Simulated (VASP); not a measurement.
# ZrAl3B3N (Pmm2) in VASP: single point with PBE

Aim: the single point of ZrAl3B3N with PBE.

Everything below comes from runs of VASP 6.6.1. Logs are shortened: lines on timing, memory, paths and dates and some standing lists are left out, and cuts for length are marked.

### Step 1. The cell of the first run

The structure is orthorhombic, space group Pmm2 (No. 25). The conventional cell has a = 2.961 Å, b = 3.313 Å, c = 8.841 Å, α = 90.00°, β = 90.00°, γ = 90.00°. Within 3.5 Å of Zr (site symmetry mm2) lie 4 N at 2.66 Å and 3 B at 2.79 to 2.81 Å and 6 Al at 2.90 to 3.22 Å and 4 Zr at 2.96 to 3.31 Å. Al (site symmetry mm2) has 2 N at 2.16 Å and 5 B at 2.26 to 2.30 Å and 6 Al at 2.79 to 2.96 Å within 3.0 Å. Al (site symmetry mm2) has 7 B at 2.24 to 2.29 Å and 8 Al at 2.79 to 2.96 Å within 3.0 Å. Al (site symmetry mm2) has 6 B at 2.41 to 2.49 Å and 6 Al at 2.85 to 3.31 Å and 4 Zr at 2.90 Å and 1 N at 3.33 Å within 3.4 Å. B (site symmetry mm2) has 2 N at 1.68 Å and 5 Al at 2.28 to 2.30 Å within 2.3 Å. B (site symmetry mm2) has 2 B at 1.75 Å and 2 Al at 2.24 Å within 2.3 Å. B (site symmetry mm2) has 2 B at 1.75 Å and 5 Al at 2.26 to 2.29 Å within 2.3 Å. Within 2.2 Å of N (site symmetry mm2) lie 2 B at 1.68 Å and 2 Al at 2.16 Å.

### Step 2. Single point, PBE

INCAR

```
  ALGO = Normal
  EDIFF = 1E-6
  ENCUT = 520
  GGA = PE
  ISIF = 2
  ISMEAR = 0
  LASPH = True
  LCHARG = True
  LELF = True
  LREAL = False
  LVHAR = True
  LWAVE = False
  NBANDS = 28
  NELM = 100
  PREC = Accurate
  SIGMA = 0.15
```

KPOINTS

```
k-points
0
Gamma
  4 4 2
```

POSCAR

```
ZrAl3B3N
1.0
    2.9606678776      0.0000000000      0.0000000000
    0.0000000000      3.3132422977      0.0000000000
    0.0000000000      0.0000000000      8.8410797586
Zr Al B N
1 3 3 1
Direct
    0.0000000000      0.0000000000      0.8361204863
    0.5000000000      0.0000000000      0.1589896282
    0.0000000000      0.5000000000      0.3500537216
    0.5000000000      0.5000000000      0.6251016756
    0.0000000000      0.5000000000      0.0924205510
    0.0000000000      0.0000000000      0.5201604067
    0.5000000000      0.0000000000      0.4149909556
    0.5000000000      0.5000000000      1.0021625749
```

Potentials or basis: VASP PAW PBE potentials, release 64 (Zr_sv, Al, B, N).

On the command line:

```console
$ cat potpaw_PBE.64/Zr_sv/POTCAR potpaw_PBE.64/Al/POTCAR potpaw_PBE.64/B/POTCAR potpaw_PBE.64/N/POTCAR > POTCAR
$ mpirun -np 1 vasp_std > vasp.out
```

OUTCAR:

```text
EDIFF = 1E-6
   ENCUT = 520
   GGA = PE
   ISIF = 2
   ISMEAR = 0
   LASPH = True
   LREAL = False
   NELM = 100
   PREC = Accurate

 ion  position               nearest neighbor table
   1  0.000  0.000  0.836-   8 2.66   8 2.66   8 2.66   8 2.66   6 2.79   5 2.81   5 2.81   4 2.90
                             4 2.90   4 2.90   4 2.90   2 3.22   2 3.22
   2  0.500  0.000  0.159-   8 2.16   8 2.16   7 2.26   5 2.30   5 2.30   5 2.30   5 2.30   3 2.79
                             3 2.79   3 2.79   3 2.79   1 3.22   1 3.22
   3  0.000  0.500  0.350-   6 2.24   6 2.24   5 2.28   7 2.29   7 2.29   7 2.29   7 2.29   2 2.79
                             2 2.79   2 2.79   2 2.79   4 2.85   4 2.85
   4  0.500  0.500  0.625-   6 2.41   6 2.41   6 2.41   6 2.41   7 2.49   7 2.49   3 2.85   3 2.85
                             1 2.90   1 2.90   1 2.90   1 2.90
   5  0.000  0.500  0.092-   8 1.68   8 1.68   3 2.28   2 2.30   2 2.30   2 2.30   2 2.30   1 2.81
                             1 2.81
   6  0.000  0.000  0.520-   7 1.75   7 1.75   3 2.24   3 2.24   4 2.41   4 2.41   4 2.41   4 2.41
                             1 2.79
   7  0.500  0.000  0.415-   6 1.75   6 1.75   2 2.26   3 2.29   3 2.29   3 2.29   3 2.29   4 2.49
                             4 2.49
   8  0.500  0.500  0.002-   5 1.68   5 1.68   2 2.16   2 2.16   1 2.66   1 2.66   1 2.66   1 2.66

  LATTYP: Found a simple orthorhombic cell.
 ALAT       =     2.9606678776
 B/A-ratio  =     1.1190861098
 C/A-ratio  =     2.9861774857

  Lattice vectors:

 A1 = (   2.9606678776,   0.0000000000,   0.0000000000)
 A2 = (   0.0000000000,   3.3132422977,   0.0000000000)
 A3 = (   0.0000000000,   0.0000000000,   8.8410797586)

Analysis of symmetry for initial positions (statically):
=====================================================================
 Subroutine PRICEL returns:
 Original cell was already a primitive cell.

 Routine SETGRP: Setting up the symmetry group for a
 simple orthorhombic supercell.

 Subroutine GETGRP returns: Found  4 space group operations
 (whereof  4 operations were pure point group operations)
 out of a pool of  8 trial point group operations.

The static configuration has the point symmetry C_2v.

Analysis of symmetry for dynamics (positions and initial velocities):
=====================================================================
 Subroutine PRICEL returns:
 Original cell was already a primitive cell.

 Routine SETGRP: Setting up the symmetry group for a
 simple orthorhombic supercell.

 Subroutine GETGRP returns: Found  4 space group operations
 (whereof  4 operations were pure point group operations)
 out of a pool of  8 trial point group operations.

The dynamic configuration has the point symmetry C_2v.

 Subroutine INISYM returns: Found  4 space group operations
 (whereof  4 operations are pure point group operations),
 and found     1 'primitive' translations

----------------------------------------------------------------------------------------

                                     Primitive cell

  volume of cell :      86.7258

  direct lattice vectors                    reciprocal lattice vectors
     2.960667878  0.000000000  0.000000000     0.337761627  0.000000000  0.000000000
     0.000000000  3.313242298  0.000000000     0.000000000  0.301819158  0.000000000
     0.000000000  0.000000000  8.841079759     0.000000000  0.000000000  0.113108356

  length of vectors
     2.960667878  3.313242298  8.841079759     0.337761627  0.301819158  0.113108356

  position of ions in fractional coordinates (direct lattice)
     0.000000000  0.000000000  0.836120486
     0.500000000  0.000000000  0.158989628
     0.000000000  0.500000000  0.350053722
     0.500000000  0.500000000  0.625101676
     0.000000000  0.500000000  0.092420551
     0.000000000  0.000000000  0.520160407
     0.500000000  0.000000000  0.414990956
     0.500000000  0.500000000  0.002162575

  ion indices of the primitive-cell ions
   primitive index   ion index
                 1           1
                 2           2
                 3           3
                 4           4
                 5           5
                 6           6
                 7           7
                 8           8

----------------------------------------------------------------------------------------

 KPOINTS: k-points

Automatic generation of k-mesh.
 Grid dimensions read from file:
 generate k-points for:    4    4    2

 Generating k-lattice:

  Cartesian coordinates                     Fractional coordinates (reciprocal lattice)
     0.084440407  0.000000000  0.000000000     0.250000000  0.000000000  0.000000000
     0.000000000  0.075454789  0.000000000     0.000000000  0.250000000  0.000000000
     0.000000000  0.000000000  0.056554178     0.000000000  0.000000000  0.500000000

  Length of vectors
     0.084440407  0.075454789  0.056554178

  Shift w.r.t. Gamma in fractional coordinates (k-lattice)
     0.000000000  0.000000000  0.000000000

 Subroutine IBZKPT returns following result:
 ===========================================

 Found     18 irreducible k-points:

 Following reciprocal coordinates:
            Coordinates               Weight
  0.000000  0.000000  0.000000      1.000000
  0.250000  0.000000  0.000000      2.000000
  0.500000  0.000000  0.000000      1.000000
  0.000000  0.250000  0.000000      2.000000
  0.250000  0.250000  0.000000      4.000000
  0.500000  0.250000  0.000000      2.000000
[... 10 lines left out ...]
  0.250000  0.500000  0.500000      2.000000
  0.500000  0.500000  0.500000      1.000000
   k-points           NKPTS =     18   k-points in BZ     NKDIM =     18   number of bands    NBANDS=     28
   number of dos      NEDOS =    301   number of ions     NIONS =      8
   total plane-waves  NPLWV =  47040
   dimension x,y,z NGX =    24 NGY =   28 NGZ =   70
   dimension x,y,z NGXF=    48 NGYF=   56 NGZF=  140
   ions per type =               1   3   3   1
   NGX,Y,Z   is equivalent  to a cutoff of  13.48, 14.05, 13.16 a.u.
   NGXF,Y,Z  is equivalent  to a cutoff of  26.95, 28.10, 26.33 a.u.
 SYSTEM =  unknown system
   PREC   = accura    normal or accurate (medium, high low for compatibility)
   ISTART =      0    job   : 0-new  1-cont  2-samecut
   ICHARG =      2    charge: 1-file 2-atom 10-const
   ISPIN  =      1    spin polarized calculation?
   LNONCOLLINEAR =      F non collinear calculations
   LSORBIT =      F    spin-orbit coupling
   LASPH  =      T    aspherical Exc in radial PAW
   ENCUT  =  520.0 eV  38.22 Ry    6.18 a.u.   5.50  6.16 16.44*2*pi/ulx,y,z
   NELM   =    100;   NELMIN=  2; NELMDL= -5     # of ELM steps
   EDIFF  = 0.1E-05   stopping-criterion for ELM
   LREAL  =      F    real-space projection
   EDIFFG = 0.1E-04   stopping-criterion for IOM
   NSW    =      0    number of steps for IOM
   IBRION =     -1    ionic relax: 0-MD 1-quasi-New 2-CG
   NFREE  =      0    steps in history (QN), initial steepest desc. (CG)
   ISIF   =      2    stress and relaxation
   ISYM   =      2    0-nonsym 1-usesym 2-fastsym
   POTIM  = 0.5000    time-step for ionic-motion
   TEBEG  =    0.0;   TEEND  =   0.0 temperature during run
   PSTRESS=    0.0 pullay stress
   NELECT =      35.0000    total number of electrons
   NUPDOWN=      -1.0000    fix difference up-down
   EMIN   =  10.00;   EMAX   =-10.00  energy-range for DOS
   EFERMI =   0.00;   METHOD = LEGACY
   ISMEAR =     0;   SIGMA  =   0.15  broadening in eV -4-tet -1-fermi 0-gaus
   EFERMI_NEDOS =   21; number of points for ismear=-14 and -15
   IALGO  =     38    algorithm
   IMIX   =      4    mixing-type and parameters
     AMIX     =   0.40;   BMIX     =  1.00
     AMIX_MAG =   1.60;   BMIX_MAG =  1.00
  volume/ion in A,a.u.               =      10.84        73.16
  Fermi-wavevector in a.u.,A,eV,Ry     =   1.209803  2.286197 19.913815  1.463624
  Thomas-Fermi vector in A             =   2.345370
   LORBIT       =      0    0 simple, 1 ext, 2 COOP (PROOUT), +10 PAW based schemes
   GGA     = PE    functional components
   LHFCALC =     F    Hartree Fock is set to
   AEXX    =    0.0000 exact exchange contribution
   IVDW    =     0    specifies the selected vdW correction
   LEPSILON=     F    determine dielectric tensor
   LRPA    =     F    only Hartree local field effects (RPA)
 non-spin polarized calculation
 Gauss-broadening in eV      SIGMA  =   0.15
  energy-cutoff  :      520.00
  volume of cell :       86.73
 maximum number of plane-waves:      2364
 NGX is ok and might be reduce to    24
   NGX = 11   NGY = 13   NGZ = 33

 number of electron      35.0000000 magnetization

 Free energy of the ion-electron system (eV)
  ---------------------------------------------------
  ext. energy  EPLUGINS =         0.00000000
  ---------------------------------------------------
  free energy    TOTEN  =       -47.87908866 eV

  energy without entropy =      -47.84464239  energy(sigma->0) =      -47.86186552

 E-fermi :  10.0750     XC(G=0): -11.5879

 val. band max:       10.0583404899   @ k =   0.2500   0.0000   0.0000
 cond. band min:      10.1598391727   @ k =   0.2500   0.2500   0.0000
 fundamental gap:      0.1014986827
 Fermi energy:        10.0750131704

 k-point     1 :       0.0000    0.0000    0.0000
  band No.  band energies     occupation
      1     -39.1124      2.00000
      2     -17.2933      2.00000
      3     -17.0062      2.00000
      4     -16.6360      2.00000
      5      -8.4888      2.00000
      6      -3.9421      2.00000
[... 20 lines left out ...]
     27      13.9685      0.00000
     28      15.9249      0.00000

 k-point     2 :       0.2500    0.0000    0.0000
  band No.  band energies     occupation
      1     -39.0537      2.00000
      2     -17.2162      2.00000
      3     -17.1780      2.00000
      4     -16.9496      2.00000
      5      -8.0009      2.00000
      6      -3.0676      2.00000
[... 20 lines left out ...]
     27      15.6861      0.00000
     28      16.1259      0.00000

 k-point     3 :       0.5000    0.0000    0.0000
  band No.  band energies     occupation
      1     -38.9942      2.00000
      2     -17.6875      2.00000
      3     -17.1295      2.00000
      4     -16.8922      2.00000
      5      -7.3655      2.00000
      6      -1.6007      2.00000
[... 20 lines left out ...]
     27      15.7479      0.00000
     28      15.7699      0.00000

 k-point     4 :       0.0000    0.2500    0.0000
  band No.  band energies     occupation
      1     -39.0954      2.00000
      2     -17.2607      2.00000
      3     -17.2262      2.00000
      4     -16.6195      2.00000
      5      -8.2237      2.00000
      6      -3.2675      2.00000
[... 20 lines left out ...]
     27      15.6802      0.00000
     28      16.2898      0.00000

 k-point     5 :       0.2500    0.2500    0.0000
  band No.  band energies     occupation
      1     -39.0374      2.00000
      2     -17.1883      2.00000
      3     -17.1632      2.00000
      4     -17.1414      2.00000
      5      -7.7775      2.00000
      6      -2.3990      2.00000
[... 20 lines left out ...]
     27      15.9028      0.00000
     28      16.5896      0.00000

 k-point     6 :       0.5000    0.2500    0.0000
  band No.  band energies     occupation
      1     -38.9784      2.00000
      2     -17.6492      2.00000
      3     -17.1035      2.00000
      4     -17.0861      2.00000
      5      -7.2007      2.00000
      6      -1.1762      2.00000
[... 277 lines left out ...]
      5      -7.2007      2.00000
      6      -1.1612      2.00000
[... 20 lines left out ...]
     27      15.5396      0.00000
     28      16.0385      0.00000

 k-point    16 :       0.0000    0.5000    0.5000
  band No.  band energies     occupation
      1     -39.0784      2.00000
      2     -17.4516      2.00000
      3     -17.2126      2.00000
      4     -16.6029      2.00000
      5      -7.9308      2.00000
      6      -1.8485      2.00000
[... 20 lines left out ...]
     27      16.3127      0.00000
     28      16.3403      0.00000

 k-point    17 :       0.2500    0.5000    0.5000
  band No.  band energies     occupation
      1     -39.0209      2.00000
      2     -17.3651      2.00000
      3     -17.1447      2.00000
      4     -17.1237      2.00000
      5      -7.5324      2.00000
      6      -1.0485      2.00000
[... 20 lines left out ...]
     27      16.2806      0.00000
     28      16.3674      0.00000

 k-point    18 :       0.5000    0.5000    0.5000
  band No.  band energies     occupation
      1     -38.9625      2.00000
      2     -17.6106      2.00000
      3     -17.2766      2.00000
      4     -17.0743      2.00000
      5      -7.0230      2.00000
      6      -0.6591      2.00000
[... 20 lines left out ...]
     27      15.8890      0.00000
     28      16.3651      0.00000

------------------------ aborting loop because EDIFF is reached ----------------------------------------

  FORCE on cell =-STRESS in cart. coord.  units (eV):
  Direction    XX          YY          ZZ          XY          YZ          ZX
  --------------------------------------------------------------------------------------
  -------------------------------------------------------------------------------------
  Total       -0.0220229     -0.0103720     -0.0735817      0.0000000      0.0000000      0.0000000
  in kB       -0.4068517     -0.1916133     -1.3593524      0.0000000      0.0000000      0.0000000
  external PRESSURE =      -0.6526058 kB  Pullay stress =       0.0000000 kB

 VOLUME and BASIS-vectors are now :
 -----------------------------------------------------------------------------
  energy-cutoff  :      520.00
  volume of cell :       86.73
      direct lattice vectors                 reciprocal lattice vectors
     2.960667878  0.000000000  0.000000000     0.337761627  0.000000000  0.000000000
     0.000000000  3.313242298  0.000000000     0.000000000  0.301819158  0.000000000
     0.000000000  0.000000000  8.841079759     0.000000000  0.000000000  0.113108356

 POSITION                                       TOTAL-FORCE (eV/Angst)
 -----------------------------------------------------------------------------------
      0.00000      0.00000      7.39221         0.000000      0.000000      0.014550
      1.48033      0.00000      1.40564         0.000000      0.000000      0.008829
      0.00000      1.65662      3.09485         0.000000      0.000000      0.008677
      1.48033      1.65662      5.52657         0.000000      0.000000     -0.014148
      0.00000      1.65662      0.81710         0.000000      0.000000     -0.015112
      0.00000      0.00000      4.59878         0.000000      0.000000     -0.019358
      1.48033      0.00000      3.66897         0.000000      0.000000      0.011063
      1.48033      1.65662      0.01912         0.000000      0.000000      0.005499
 -----------------------------------------------------------------------------------
    total drift:                                0.000000     -0.000000     -0.000736

  FREE ENERGIE OF THE ION-ELECTRON SYSTEM (eV)
  ---------------------------------------------------
  free  energy   TOTEN  =       -47.8790886563 eV

  energy  without entropy=      -47.8446423918  energy(sigma->0) =      -47.86186552
```

It took 61 s on 1 thread of Intel Xeon 8259CL, shared host; peak memory 0.23 GiB.

What came out:

| Quantity | Value |
| --- | --- |
| Free energy | -47.8791 eV |
| Pressure | -0.1 GPa |
| Largest force | 0.019 eV/Å |
| Band gap on the k mesh | zero (an odd number of electrons rules out a gap without spin polarisation) |

Forces on the atoms (eV/Å):
```
Zr   0.000  0.000  0.015
Al   0.000  0.000  0.009
Al   0.000  0.000  0.009
Al   0.000  0.000 -0.014
B    0.000  0.000 -0.015
B    0.000  0.000 -0.019
B    0.000  0.000  0.011
N    0.000  0.000  0.005
```

Stress tensor (GPa, compression positive):
```
-0.04  0.00  0.00
 0.00 -0.02  0.00
 0.00  0.00 -0.14
```

Caveat: the k points lie up to 0.53 Å⁻¹ apart, too coarse for converged energies and pressures of a metal.
